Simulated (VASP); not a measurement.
# CdGeAs2 (P-4m2) in VASP: settings compared

Aim: see how the results for CdGeAs2 move with the level of theory and the settings. Levels: r2SCAN, PBE. Tasks: relaxation of cell and atoms, single point.

Program: VASP 6.6.1. These are calculated values, not measurements. Logs are shortened: lines on timing, memory, paths and dates and some standing lists are left out, and cuts for length are marked.

### Step 1. The cell of the first run

It takes space group P-4m2 (No. 115, tetragonal). The conventional cell has a = 4.146 Å, b = 4.146 Å, c = 6.151 Å, α = 90.00°, β = 90.00°, γ = 90.00°. Within 3.5 Å of Cd (site symmetry -4m2) lie 4 As at 2.64 Å. Within 3.3 Å of As (site symmetry 2mm) lie 2 Ge at 2.53 Å and 2 Cd at 2.64 Å. Within 3.3 Å of Ge (site symmetry -4m2) lie 4 As at 2.53 Å.

### Step 2. Relaxation of cell and atoms, r2SCAN

The input, POSCAR:

```
CdGeAs2
1.0
    4.1464271572      0.0000000000      0.0000000000
    0.0000000000      4.1464271572      0.0000000000
    0.0000000000      0.0000000000      6.1513365469
Cd As Ge
1 2 1
Direct
    0.0000000000      0.0000000000      0.0000000000
    0.0000000000      0.5000000000      0.2656376287
    0.5000000000      0.0000000000      0.7343623713
    0.5000000000      0.5000000000      0.5000000000
```

The input, INCAR.step1:

```
  PREC = Accurate
  ENCUT = 550
  ISMEAR = -1
  SIGMA = 0.02
  LREAL = F
  LASPH = T
  NELM = 120
  GGA = PE
  ALGO = Normal
  EDIFF = 1E-5
  LWAVE = T
  LCHARG = F
  GGA_COMPAT = F
  IBRION = 2
  ISIF = 3
  EDIFFG = -0.005
  NELMIN = 4
  NSW = 100
```

The input, INCAR.step2:

```
  PREC = Accurate
  ENCUT = 550
  EDIFF = 1E-7
  ISMEAR = -1
  SIGMA = 0.02
  LREAL = F
  LASPH = T
  NELM = 120
  ALGO = Normal
  ISIF = 3
  LWAVE = F
  LCHARG = F
  METAGGA = R2SCAN
  LMIXTAU = T
  IBRION = 2
  NSW = 80
  EDIFFG = -0.005
  ISTART = 1
  GGA_COMPAT = F
  NELMIN = 4
```

The input, KPOINTS:

```
Automatic mesh
0
Gamma
  6 6 4
```

Potentials or basis: VASP PAW PBE potentials, release 64 (Cd, As, Ge_d).

Started as:

```console
$ cat potpaw_PBE.64/Cd/POTCAR potpaw_PBE.64/As/POTCAR potpaw_PBE.64/Ge_d/POTCAR > POTCAR
$ cp INCAR.step1 INCAR
$ mpirun -np 1 vasp_std > vasp.out
$ cp INCAR.step2 INCAR
$ mpirun -np 1 vasp_std > vasp.out
```

OUTCAR:

```text
PREC = Accurate
   ENCUT = 550
   EDIFF = 1E-7
   ISMEAR = -1
   LREAL = F
   LASPH = T
   NELM = 120
   ISIF = 3
   METAGGA = R2SCAN
   IBRION = 2
   NSW = 80
   EDIFFG = -0.005
   ISTART = 1
   NELMIN = 4

 ion  position               nearest neighbor table
   1  0.000  0.000  0.000-   2 2.64   3 2.64   2 2.64   3 2.64
   2  0.000  0.500  0.266-   4 2.53   4 2.53   1 2.64   1 2.64
   3  0.500  0.000  0.734-   4 2.53   4 2.53   1 2.64   1 2.64
   4  0.500  0.500  0.500-   2 2.53   3 2.53   3 2.53   2 2.53

  LATTYP: Found a simple tetragonal cell.
 ALAT       =     4.1464271572
 C/A-ratio  =     1.4835269772

  Lattice vectors:

 A1 = (   4.1464271572,   0.0000000000,   0.0000000000)
 A2 = (   0.0000000000,   4.1464271572,   0.0000000000)
 A3 = (   0.0000000000,   0.0000000000,   6.1513365469)

Analysis of symmetry for initial positions (statically):
=====================================================================
 Subroutine PRICEL returns:
 Original cell was already a primitive cell.

 Routine SETGRP: Setting up the symmetry group for a
 simple tetragonal supercell.

 Subroutine GETGRP returns: Found  8 space group operations
 (whereof  8 operations were pure point group operations)
 out of a pool of 16 trial point group operations.

The static configuration has the point symmetry D_2d.

Analysis of symmetry for dynamics (positions and initial velocities):
=====================================================================
 Subroutine PRICEL returns:
 Original cell was already a primitive cell.

 Routine SETGRP: Setting up the symmetry group for a
 simple tetragonal supercell.

 Subroutine GETGRP returns: Found  8 space group operations
 (whereof  8 operations were pure point group operations)
 out of a pool of 16 trial point group operations.

The dynamic configuration has the point symmetry D_2d.

 Subroutine INISYM returns: Found  8 space group operations
 (whereof  8 operations are pure point group operations),
 and found     1 'primitive' translations

----------------------------------------------------------------------------------------

                                     Primitive cell

  volume of cell :     105.7591

  direct lattice vectors                    reciprocal lattice vectors
     4.146427157  0.000000000  0.000000000     0.241171486  0.000000000  0.000000000
     0.000000000  4.146427157  0.000000000     0.000000000  0.241171486  0.000000000
     0.000000000  0.000000000  6.151336547     0.000000000  0.000000000  0.162566296

  length of vectors
     4.146427157  4.146427157  6.151336547     0.241171486  0.241171486  0.162566296

  position of ions in fractional coordinates (direct lattice)
     0.000000000  0.000000000  0.000000000
     0.000000000  0.500000000  0.265637629
     0.500000000  0.000000000  0.734362371
     0.500000000  0.500000000  0.500000000

  ion indices of the primitive-cell ions
   primitive index   ion index
                 1           1
                 2           2
                 3           3
                 4           4

----------------------------------------------------------------------------------------

 KPOINTS: Automatic mesh

Automatic generation of k-mesh.
 Grid dimensions read from file:
 generate k-points for:    6    6    4

 Generating k-lattice:

  Cartesian coordinates                     Fractional coordinates (reciprocal lattice)
     0.040195248  0.000000000  0.000000000     0.166666667  0.000000000  0.000000000
     0.000000000  0.040195248  0.000000000     0.000000000  0.166666667  0.000000000
     0.000000000  0.000000000  0.040641574     0.000000000  0.000000000  0.250000000

  Length of vectors
     0.040195248  0.040195248  0.040641574

  Shift w.r.t. Gamma in fractional coordinates (k-lattice)
     0.000000000  0.000000000  0.000000000

 Subroutine IBZKPT returns following result:
 ===========================================

 Found     30 irreducible k-points:

 Following reciprocal coordinates:
            Coordinates               Weight
  0.000000  0.000000  0.000000      1.000000
  0.166667  0.000000  0.000000      4.000000
  0.333333  0.000000  0.000000      4.000000
  0.500000  0.000000  0.000000      2.000000
  0.166667  0.166667  0.000000      4.000000
  0.333333  0.166667  0.000000      8.000000
[... 16 lines left out ...]
  0.333333  0.000000  0.500000      4.000000
  0.500000  0.000000  0.500000      2.000000
 [... further k-points ...]
   k-points           NKPTS =     30   k-points in BZ     NKDIM =     30   number of bands    NBANDS=     22
   number of dos      NEDOS =    301   number of ions     NIONS =      4
   total plane-waves  NPLWV =  49152
   dimension x,y,z NGX =    32 NGY =   32 NGZ =   48
   dimension x,y,z NGXF=    64 NGYF=   64 NGZF=   96
   ions per type =               1   2   1
   NGX,Y,Z   is equivalent  to a cutoff of  12.83, 12.83, 12.97 a.u.
   NGXF,Y,Z  is equivalent  to a cutoff of  25.66, 25.66, 25.94 a.u.
 SYSTEM =  unknown system
   PREC   = accura    normal or accurate (medium, high low for compatibility)
   ISTART =      1    job   : 0-new  1-cont  2-samecut
   ICHARG =      0    charge: 1-file 2-atom 10-const
   ISPIN  =      1    spin polarized calculation?
   LNONCOLLINEAR =      F non collinear calculations
   LSORBIT =      F    spin-orbit coupling
   LASPH  =      T    aspherical Exc in radial PAW
   ENCUT  =  550.0 eV  40.42 Ry    6.36 a.u.   7.93  7.93 11.76*2*pi/ulx,y,z
   NELM   =    120;   NELMIN=  4; NELMDL=  0     # of ELM steps
   EDIFF  = 0.1E-06   stopping-criterion for ELM
   LREAL  =      F    real-space projection
   EDIFFG = -.5E-02   stopping-criterion for IOM
   NSW    =     80    number of steps for IOM
   IBRION =      2    ionic relax: 0-MD 1-quasi-New 2-CG
   NFREE  =      1    steps in history (QN), initial steepest desc. (CG)
   ISIF   =      3    stress and relaxation
   ISYM   =      2    0-nonsym 1-usesym 2-fastsym
   POTIM  = 0.5000    time-step for ionic-motion
   TEBEG  =    0.0;   TEEND  =   0.0 temperature during run
   PSTRESS=    0.0 pullay stress
   NELECT =      36.0000    total number of electrons
   NUPDOWN=      -1.0000    fix difference up-down
   EMIN   =  10.00;   EMAX   =-10.00  energy-range for DOS
   EFERMI =   0.00;   METHOD = LEGACY
   ISMEAR =    -1;   SIGMA  =   0.02  broadening in eV -4-tet -1-fermi 0-gaus
   EFERMI_NEDOS =   21; number of points for ismear=-14 and -15
   IALGO  =     38    algorithm
   IMIX   =      4    mixing-type and parameters
     AMIX     =   0.40;   BMIX     =  1.00
     AMIX_MAG =   1.60;   BMIX_MAG =  1.00
  volume/ion in A,a.u.               =      26.44       178.42
  Fermi-wavevector in a.u.,A,eV,Ry     =   1.143062  2.160074 17.777248  1.306591
  Thomas-Fermi vector in A             =   2.279758
   LORBIT       =      0    0 simple, 1 ext, 2 COOP (PROOUT), +10 PAW based schemes
   METAGGA = R2SCAN    functional components
   LHFCALC =     F    Hartree Fock is set to
   AEXX    =    0.0000 exact exchange contribution
   IVDW    =     0    specifies the selected vdW correction
   LEPSILON=     F    determine dielectric tensor
   LRPA    =     F    only Hartree local field effects (RPA)
 conjugate gradient relaxation of ions
 non-spin polarized calculation
  energy-cutoff  :      550.00
  volume of cell :      105.76
 maximum number of plane-waves:      3120
 NGX is ok and might be reduce to    32
   NGX = 15   NGY = 15   NGZ = 23

--------------------------------------- Ionic step        1  -------------------------------------------

 number of electron      36.0000004 magnetization

 Free energy of the ion-electron system (eV)
  ---------------------------------------------------
  ext. energy  EPLUGINS =         0.00000000
  ---------------------------------------------------
  free energy    TOTEN  =       -63.66255334 eV

  energy without entropy =      -63.66165944  energy(sigma->0) =      -63.66210639

------------------------ aborting loop because EDIFF is reached ----------------------------------------

  FORCE on cell =-STRESS in cart. coord.  units (eV):
  Direction    XX          YY          ZZ          XY          YZ          ZX
  --------------------------------------------------------------------------------------
  -------------------------------------------------------------------------------------
  Total       -1.4079683     -1.4079683     -1.2793306      0.0000000      0.0000000      0.0000000
  in kB      -21.3297556    -21.3297556    -19.3809835      0.0000000      0.0000000      0.0000000
  external PRESSURE =     -20.6801649 kB  Pullay stress =       0.0000000 kB
[... 95 lines left out ...]
  FREE ENERGIE OF THE ION-ELECTRON SYSTEM (eV)
  ---------------------------------------------------
  free  energy   TOTEN  =       -63.6892491247 eV

  energy  without entropy=      -63.6883931293  energy(sigma->0) =      -63.68882113

[... ionic steps 4 to 7 ...]

--------------------------------------- Ionic step        8  -------------------------------------------

 number of electron      35.9999980 magnetization

------------------------ aborting loop because EDIFF is reached ----------------------------------------

  FORCE on cell =-STRESS in cart. coord.  units (eV):
  Direction    XX          YY          ZZ          XY          YZ          ZX
  --------------------------------------------------------------------------------------
  -------------------------------------------------------------------------------------
  Total        0.0144935      0.0144935      0.0235463      0.0000000      0.0000000     -0.0000000
  in kB        0.2281392      0.2281392      0.3706376      0.0000000      0.0000000     -0.0000000
  external PRESSURE =       0.2756387 kB  Pullay stress =       0.0000000 kB
[... 61 lines left out ...]
  energy  without entropy=      -63.6897183149  energy(sigma->0) =      -63.69016500

--------------------------------------- Ionic step       10  -------------------------------------------

 number of electron      35.9999980 magnetization

 Free energy of the ion-electron system (eV)
  ---------------------------------------------------
  ext. energy  EPLUGINS =         0.00000000
  ---------------------------------------------------
  free energy    TOTEN  =       -63.69061066 eV

  energy without entropy =      -63.68971575  energy(sigma->0) =      -63.69016321

 E-fermi :   3.0219     XC(G=0):  -9.8738

 val. band max:        3.0059455100   @ k =   0.1667   0.0000   0.0000
 cond. band min:       3.0617217985   @ k =   0.0000   0.0000   0.0000
 fundamental gap:      0.0557762885
 Fermi energy:         3.0219218358

 k-point     1 :       0.0000    0.0000    0.0000
  band No.  band energies     occupation
      1     -23.0217      2.00000
      2     -23.0217      2.00000
      3     -23.0140      2.00000
      4     -23.0084      2.00000
      5     -22.9788      2.00000
      6     -10.5345      2.00000
[... 574 lines left out ...]
      6      -9.5279      2.00000
[... 14 lines left out ...]
     21       6.4278      0.00000
     22       6.7689      0.00000

 [... further k-points ...]

------------------------ aborting loop because EDIFF is reached ----------------------------------------

  FORCE on cell =-STRESS in cart. coord.  units (eV):
  Direction    XX          YY          ZZ          XY          YZ          ZX
  --------------------------------------------------------------------------------------
  -------------------------------------------------------------------------------------
  Total       -0.0069430     -0.0069430     -0.0139732      0.0000000      0.0000000      0.0000000
  in kB       -0.1092178     -0.1092178     -0.2198081      0.0000000      0.0000000      0.0000000
  external PRESSURE =      -0.1460812 kB  Pullay stress =       0.0000000 kB
[... 19 lines left out ...]
  FREE ENERGIE OF THE ION-ELECTRON SYSTEM (eV)
  ---------------------------------------------------
  free  energy   TOTEN  =       -63.6906106646 eV

  energy  without entropy=      -63.6897157540  energy(sigma->0) =      -63.69016321

 reached required accuracy - stopping structural energy minimisation
```

Run time: 10 min. Hardware: 1 thread of Intel Xeon 6975P-C (Granite Rapids), shared host; peak memory 0.3 GiB.

What came out:

```
Free energy                           : -63.6906 eV
Relaxed volume                        : 25.46 Å³/atom
Relaxed cell                          : a = 4.078 Å, b = 4.078 Å, c = 6.124 Å, α = 90.00°, β = 90.00°, γ = 90.00°
Space group after relaxing (to 0.1 Å) : P-4m2 (No. 115)
Energy gained by relaxing             : 7.0 meV/atom
Ionic steps                           : 10
Pressure after relaxing               : 0.0 GPa
Band gap on the k mesh                : zero (bands 18 and 19 overlap by 0.30 eV)
```

Forces on the atoms (eV/Å):
```
Cd   0.000  0.000  0.000
As   0.000  0.000  0.002
As   0.000  0.000 -0.002
Ge   0.000  0.000  0.000
```

Step by step:
```csv
step,energy change (eV),largest force (eV/Å),pressure (GPa),volume (Å³)
1,0.0000,0.0882,-2.07,105.76
2,-0.0239,0.0459,0.79,100.62
3,-0.0267,0.0568,0.03,101.84
4,-0.0267,0.0575,-0.01,101.91
5,-0.0274,0.0349,-0.02,101.91
6,-0.0280,0.0044,-0.03,101.90
7,-0.0280,0.0183,-0.03,101.89
8,-0.0281,0.0037,0.03,101.79
9,-0.0281,0.0042,0.02,101.79
10,-0.0281,0.0023,-0.01,101.85
```

Final structure:
```
Cd As Ge
1.0
     4.07808    0.00000    0.00000
     0.00000    4.07808    0.00000
     0.00000    0.00000    6.12422
Cd As Ge
1 2 1
Direct
  0.00000 0.00000 0.00000
  0.00000 0.50000 0.26737
  0.50000 0.00000 0.73264
  0.50000 0.50000 0.50000
```

Caveat: semilocal functionals underestimate gaps, and a narrow one can read as zero; the PAW data sets were made with another functional, which shifts forces and pressure a little.

### Step 3. Single point, PBE, non-collinear spin, zero start, spin-orbit coupling

This run uses another cell than the first one, of 25.42 Å³/atom.

The input, INCAR:

```
ALGO = Normal ; EDIFF = 1E-6
ENCUT = 500 ; GGA = PE
GGA_COMPAT = F ; ISIF = 2
ISMEAR = -1 ; LASPH = T
LCHARG = F ; LORBIT = 11
LORBMOM = T ; LREAL = F
LSORBIT = T ; LWAVE = F
MAGMOM = 0 0 0 0 0 0 0 0 0 0 0 0 ; NBANDS = 50
NELM = 200 ; PREC = Accurate
SIGMA = 0.02
```

The input, KPOINTS:

```
k-points
0
Gamma
  6 6 4
```

The input, POSCAR:

```
CdGeAs2
1.0
    4.0763717154      0.0000000000      0.0000000000
    0.0000000000      4.0763717154      0.0000000000
    0.0000000000      0.0000000000      6.1183213173
Cd As Ge
1 2 1
Direct
    0.0000000000      0.0000000000      0.0000000000
    0.0000000000      0.5000000000      0.2672334420
    0.5000000000      0.0000000000      0.7327665580
    0.5000000000      0.5000000000      0.5000000000
```

Potentials or basis: VASP PAW PBE potentials, release 64 (Cd, As, Ge_d).

Started as:

```console
$ cat potpaw_PBE.64/Cd/POTCAR potpaw_PBE.64/As/POTCAR potpaw_PBE.64/Ge_d/POTCAR > POTCAR
$ mpirun -np 1 vasp_ncl > vasp.out
```

Wall time 2.2 min (1 thread of Intel Xeon 6975P-C (Granite Rapids), shared host); peak memory 0.51 GiB.

The run converged. Its results:

```
Free energy                                           : -14.7636 eV
Pressure                                              : 2.4 GPa
Largest force                                         : 0.085 eV/Å
Net moment                                            : 0.00 μB per cell
Valence electrons inside the program's atomic spheres : Cd 10.39; As 2.78; Ge 12.28
```

Forces on the atoms (eV/Å):
```
Cd   0.000  0.000  0.000
As   0.000  0.000 -0.085
As   0.000  0.000  0.085
Ge   0.000  0.000  0.000
```

Stress tensor (GPa, compression positive):
```
2.47 0.00 0.00
0.00 2.47 0.00
0.00 0.00 2.30
```

Moments on the atoms (μB; x, y, z):
```
Cd  0.00 0.00 0.00
As  0.00 0.00 0.00
As  0.00 0.00 0.00
Ge  0.00 0.00 0.00
```

The gap in the log of VASP goes by the Fermi energy; the results here count the filled bands.